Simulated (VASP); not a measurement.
# Cu3B (P6/mmm) in VASP: single point with PBE

Aim: the single point of Cu3B with PBE.

All numbers are computed with VASP 6.6.1; they aren't measurements. Logs are shortened: lines on timing, memory, paths and dates and some standing lists are left out, and cuts for length are marked.

## Step 1: The cell of the first run

The structure is hexagonal, space group P6/mmm (No. 191). The conventional cell has a = 4.709 Å, b = 4.709 Å, c = 2.321 Å, α = 90.00°, β = 90.00°, γ = 120.00°. Within 3.1 Å of Cu (site symmetry mmm) lie 6 Cu at 2.32 to 2.35 Å and 4 B at 2.63 Å. B (site symmetry 6/mmm) has 2 B at 2.32 Å and 12 Cu at 2.63 Å within 3.1 Å.

The cell was built from a structure type or drawn by symmetry, and may not be a known phase.

## Step 2: Single point, PBE

File INCAR:

```
PREC = Accurate
ENCUT = 600
EDIFF = 1E-6
ISMEAR = 0
SIGMA = 0.2
LREAL = F
LASPH = T
NELM = 120
ALGO = Normal
ISIF = 2
LWAVE = F
LCHARG = F
GGA = PE
NBANDS = 26
GGA_COMPAT = F
```

File KPOINTS:

```
Automatic mesh
0
Gamma
  5 5 6
```

File POSCAR:

```
Cu3B
1.0
    4.7089692312      0.0000000031      0.0000000000
   -2.3544846183      4.0780869783      0.0000000000
    0.0000000000      0.0000000000      2.3212821683
Cu B
3 1
Direct
    0.5000000000      0.0000000000      0.5000000000
    0.0000000000      0.5000000000      0.5000000000
    0.5000000000      0.5000000000      0.5000000000
    0.0000000000      0.0000000000      0.0000000000
```

Potentials or basis: VASP PAW PBE potentials, release 64 (Cu, B).

Launch:

```console
cat potpaw_PBE.64/Cu/POTCAR potpaw_PBE.64/B/POTCAR > POTCAR
mpirun -np 1 vasp_std > vasp.out
```

OUTCAR:

```text
PREC = Accurate
   ENCUT = 600
   EDIFF = 1E-6
   ISMEAR = 0
   LREAL = F
   LASPH = T
   NELM = 120
   ISIF = 2
   GGA = PE

 ion  position               nearest neighbor table
   1  0.500  0.000  0.500-   2 2.35   2 2.35   3 2.35   3 2.35
   2  0.000  0.500  0.500-   1 2.35   1 2.35   3 2.35   3 2.35
   3  0.500  0.500  0.500-   2 2.35   2 2.35   1 2.35   1 2.35
   4  0.000  0.000  0.000-

  LATTYP: Found a hexagonal cell.
 ALAT       =     4.7089692312
 C/A-ratio  =     0.4929491051

  Lattice vectors:

 A1 = (   4.7089692312,   0.0000000031,   0.0000000000)
 A2 = (  -2.3544846183,   4.0780869783,   0.0000000000)
 A3 = (   0.0000000000,   0.0000000000,   2.3212821683)

Analysis of symmetry for initial positions (statically):
=====================================================================
 Subroutine PRICEL returns:
 Original cell was already a primitive cell.

 Routine SETGRP: Setting up the symmetry group for a
 hexagonal supercell.

 Subroutine GETGRP returns: Found 24 space group operations
 (whereof 24 operations were pure point group operations)
 out of a pool of 24 trial point group operations.

The static configuration has the point symmetry D_6h.

Analysis of symmetry for dynamics (positions and initial velocities):
=====================================================================
 Subroutine PRICEL returns:
 Original cell was already a primitive cell.

 Routine SETGRP: Setting up the symmetry group for a
 hexagonal supercell.

 Subroutine GETGRP returns: Found 24 space group operations
 (whereof 24 operations were pure point group operations)
 out of a pool of 24 trial point group operations.

The dynamic configuration has the point symmetry D_6h.

 Subroutine INISYM returns: Found 24 space group operations
 (whereof 24 operations are pure point group operations),
 and found     1 'primitive' translations

----------------------------------------------------------------------------------------

                                     Primitive cell

  volume of cell :      44.5769

  direct lattice vectors                    reciprocal lattice vectors
     4.708969231  0.000000003  0.000000000     0.212360699  0.122606507  0.000000000
    -2.354484618  4.078086978  0.000000000    -0.000000000  0.245213014  0.000000000
     0.000000000  0.000000000  2.321282168     0.000000000  0.000000000  0.430796399

  length of vectors
     4.708969231  4.708969231  2.321282168     0.245213014  0.245213014  0.430796399

  position of ions in fractional coordinates (direct lattice)
     0.500000000  0.000000000  0.500000000
     0.000000000  0.500000000  0.500000000
     0.500000000  0.500000000  0.500000000
     0.000000000  0.000000000  0.000000000

  ion indices of the primitive-cell ions
   primitive index   ion index
                 1           1
                 2           2
                 3           3
                 4           4

----------------------------------------------------------------------------------------

 KPOINTS: Automatic mesh

Automatic generation of k-mesh.
 Grid dimensions read from file:
 generate k-points for:    5    5    6

 Generating k-lattice:

  Cartesian coordinates                     Fractional coordinates (reciprocal lattice)
     0.042472140  0.024521301  0.000000000     0.200000000 -0.000000000  0.000000000
    -0.000000000  0.049042603  0.000000000     0.000000000  0.200000000  0.000000000
     0.000000000  0.000000000  0.071799400     0.000000000  0.000000000  0.166666667

  Length of vectors
     0.049042603  0.049042603  0.071799400

  Shift w.r.t. Gamma in fractional coordinates (k-lattice)
     0.000000000  0.000000000  0.000000000

 Subroutine IBZKPT returns following result:
 ===========================================

 Found     20 irreducible k-points:

 Following reciprocal coordinates:
            Coordinates               Weight
  0.000000  0.000000  0.000000      1.000000
  0.200000  0.000000  0.000000      6.000000
  0.400000  0.000000  0.000000      6.000000
  0.200000  0.200000  0.000000      6.000000
  0.400000  0.200000  0.000000      6.000000
  0.000000  0.000000  0.166667      2.000000
[... 12 lines left out ...]
  0.200000  0.200000  0.500000      6.000000
  0.400000  0.200000  0.500000      6.000000
   k-points           NKPTS =     20   k-points in BZ     NKDIM =     20   number of bands    NBANDS=     26
   number of dos      NEDOS =    301   number of ions     NIONS =      4
   total plane-waves  NPLWV =  32000
   dimension x,y,z NGX =    40 NGY =   40 NGZ =   20
   dimension x,y,z NGXF=    80 NGYF=   80 NGZF=   40
   ions per type =               3   1
   NGX,Y,Z   is equivalent  to a cutoff of  14.12, 14.12, 14.32 a.u.
   NGXF,Y,Z  is equivalent  to a cutoff of  28.24, 28.24, 28.65 a.u.
 SYSTEM =  unknown system
   PREC   = accura    normal or accurate (medium, high low for compatibility)
   ISTART =      0    job   : 0-new  1-cont  2-samecut
   ICHARG =      2    charge: 1-file 2-atom 10-const
   ISPIN  =      1    spin polarized calculation?
   LNONCOLLINEAR =      F non collinear calculations
   LSORBIT =      F    spin-orbit coupling
   LASPH  =      T    aspherical Exc in radial PAW
   ENCUT  =  600.0 eV  44.10 Ry    6.64 a.u.   9.40  9.40  4.64*2*pi/ulx,y,z
   NELM   =    120;   NELMIN=  2; NELMDL= -5     # of ELM steps
   EDIFF  = 0.1E-05   stopping-criterion for ELM
   LREAL  =      F    real-space projection
   EDIFFG = 0.1E-04   stopping-criterion for IOM
   NSW    =      0    number of steps for IOM
   IBRION =     -1    ionic relax: 0-MD 1-quasi-New 2-CG
   NFREE  =      0    steps in history (QN), initial steepest desc. (CG)
   ISIF   =      2    stress and relaxation
   ISYM   =      2    0-nonsym 1-usesym 2-fastsym
   POTIM  = 0.5000    time-step for ionic-motion
   TEBEG  =    0.0;   TEEND  =   0.0 temperature during run
   PSTRESS=    0.0 pullay stress
   NELECT =      36.0000    total number of electrons
   NUPDOWN=      -1.0000    fix difference up-down
   EMIN   =  10.00;   EMAX   =-10.00  energy-range for DOS
   EFERMI =   0.00;   METHOD = LEGACY
   ISMEAR =     0;   SIGMA  =   0.20  broadening in eV -4-tet -1-fermi 0-gaus
   EFERMI_NEDOS =   21; number of points for ismear=-14 and -15
   IALGO  =     38    algorithm
   IMIX   =      4    mixing-type and parameters
     AMIX     =   0.40;   BMIX     =  1.00
     AMIX_MAG =   1.60;   BMIX_MAG =  1.00
  volume/ion in A,a.u.               =      11.14        75.21
  Fermi-wavevector in a.u.,A,eV,Ry     =   1.524540  2.880963 31.622975  2.324223
  Thomas-Fermi vector in A             =   2.632833
   LORBIT       =      0    0 simple, 1 ext, 2 COOP (PROOUT), +10 PAW based schemes
   GGA     = PE    functional components
   LHFCALC =     F    Hartree Fock is set to
   AEXX    =    0.0000 exact exchange contribution
   IVDW    =     0    specifies the selected vdW correction
   LEPSILON=     F    determine dielectric tensor
   LRPA    =     F    only Hartree local field effects (RPA)
 non-spin polarized calculation
 Gauss-broadening in eV      SIGMA  =   0.20
  energy-cutoff  :      600.00
  volume of cell :       44.58
 maximum number of plane-waves:      1513
 NGX is ok and might be reduce to    40
   NGX = 19   NGY = 19   NGZ =  9

 number of electron      36.0000008 magnetization

 Free energy of the ion-electron system (eV)
  ---------------------------------------------------
  ext. energy  EPLUGINS =         0.00000000
  ---------------------------------------------------
  free energy    TOTEN  =       -14.93832020 eV

  energy without entropy =      -14.92790325  energy(sigma->0) =      -14.93311173

 E-fermi :   7.2762     XC(G=0): -12.4075

 val. band max:        7.2320557601   @ k =   0.2000   0.2000   0.0000
 cond. band min:       7.8413700779   @ k =   0.0000   0.0000   0.1667
 fundamental gap:      0.6093143178
 Fermi energy:         7.2762251755

 k-point     1 :       0.0000    0.0000    0.0000
  band No.  band energies     occupation
      1      -3.6665      2.00000
      2       1.0906      2.00000
      3       2.5919      2.00000
      4       2.5919      2.00000
      5       2.5984      2.00000
      6       3.1175      2.00000
[... 18 lines left out ...]
     25      17.9386      0.00000
     26      24.5989      0.00000

 k-point     2 :       0.2000    0.0000    0.0000
  band No.  band energies     occupation
      1      -3.3519      2.00000
      2       0.8435      2.00000
      3       2.2020      2.00000
      4       2.3612      2.00000
      5       2.6483      2.00000
      6       3.0845      2.00000
[... 18 lines left out ...]
     25      17.4837      0.00000
     26      22.4678      0.00000

 k-point     3 :       0.4000    0.0000    0.0000
  band No.  band energies     occupation
      1      -2.5571      2.00000
      2      -0.3168      2.00000
      3       2.0259      2.00000
      4       2.2706      2.00000
      5       2.7567      2.00000
      6       2.9635      2.00000
[... 18 lines left out ...]
     25      16.6571      0.00000
     26      21.2419      0.00000

 k-point     4 :       0.2000    0.2000    0.0000
  band No.  band energies     occupation
      1      -2.7814      2.00000
      2       0.2527      2.00000
      3       1.3427      2.00000
      4       2.4923      2.00000
      5       2.7943      2.00000
      6       3.0663      2.00000
[... 18 lines left out ...]
     25      17.2637      0.00000
     26      20.6129      0.00000
[... 380 lines left out ...]
      1       1.7534      2.00000
      2       2.3889      2.00000
      3       2.4404      2.00000
      4       2.9728      2.00000
      5       2.9843      2.00000
      6       3.0478      2.00000
[... 18 lines left out ...]
     25      15.6991      0.00000
     26      16.9567      0.00000

 k-point    19 :       0.2000    0.2000    0.5000
  band No.  band energies     occupation
      1       1.7939      2.00000
      2       2.2342      2.00000
      3       2.3260      2.00000
      4       2.9198      2.00000
      5       2.9790      2.00000
      6       3.0861      2.00000
[... 18 lines left out ...]
     25      15.1050      0.00000
     26      15.5865      0.00000

 k-point    20 :       0.4000    0.2000    0.5000
  band No.  band energies     occupation
      1       1.6781      2.00000
      2       2.5575      2.00000
      3       2.8157      2.00000
      4       2.8782      2.00000
      5       3.2111      2.00000
      6       3.2566      2.00000
[... 18 lines left out ...]
     25      15.4027      0.00000
     26      17.1985      0.00000

------------------------ aborting loop because EDIFF is reached ----------------------------------------

  FORCE on cell =-STRESS in cart. coord.  units (eV):
  Direction    XX          YY          ZZ          XY          YZ          ZX
  --------------------------------------------------------------------------------------
  -------------------------------------------------------------------------------------
  Total        0.3506092      0.3506092      0.1717610     -0.0000000     -0.0000000      0.0000000
  in kB       12.6015394     12.6015394      6.1734062     -0.0000000     -0.0000000      0.0000000
  external PRESSURE =      10.4588283 kB  Pullay stress =       0.0000000 kB

 VOLUME and BASIS-vectors are now :
 -----------------------------------------------------------------------------
  energy-cutoff  :      600.00
  volume of cell :       44.58
      direct lattice vectors                 reciprocal lattice vectors
     4.708969231  0.000000003  0.000000000     0.212360699  0.122606507  0.000000000
    -2.354484618  4.078086978  0.000000000    -0.000000000  0.245213014  0.000000000
     0.000000000  0.000000000  2.321282168     0.000000000  0.000000000  0.430796399

 POSITION                                       TOTAL-FORCE (eV/Angst)
 -----------------------------------------------------------------------------------
      2.35448      0.00000      1.16064         0.000000      0.000000      0.000000
     -1.17724      2.03904      1.16064         0.000000      0.000000      0.000000
      1.17724      2.03904      1.16064        -0.000000      0.000000      0.000000
      0.00000      0.00000      0.00000         0.000000      0.000000      0.000000
 -----------------------------------------------------------------------------------
    total drift:                               -0.000000      0.000000     -0.000000

  FREE ENERGIE OF THE ION-ELECTRON SYSTEM (eV)
  ---------------------------------------------------
  free  energy   TOTEN  =       -14.9383202035 eV

  energy  without entropy=      -14.9279032531  energy(sigma->0) =      -14.93311173
```

Wall time 43 s (1 thread of Intel Xeon 8259CL, shared host); peak memory 0.19 GiB.

Results:

| Quantity | Value |
| --- | --- |
| Free energy | -14.9383 eV |
| Pressure | 1.0 GPa |
| Band gap on the k mesh | zero (bands 18 and 19 overlap by 3.94 eV) |

Levels at points of the mesh, in eV from the Fermi level:
| k point | band 15 | band 16 | band 17 | band 18 | band 19 | band 20 | band 21 | band 22 |
| --- | --- | --- | --- | --- | --- | --- | --- | --- |
| (0.00, 0.00, 0.00) | -1.83 | -1.71 | -1.71 | -1.35 | -1.09 | -0.27 | 3.54 | 3.54 |
| (0.00, 0.00, 0.50) | -1.11 | -1.11 | -0.68 | 2.78 | 3.39 | 3.39 | 4.63 | 5.07 |

Caveat: the k points lie up to 0.45 Å⁻¹ apart, too coarse for converged energies and pressures of a metal.
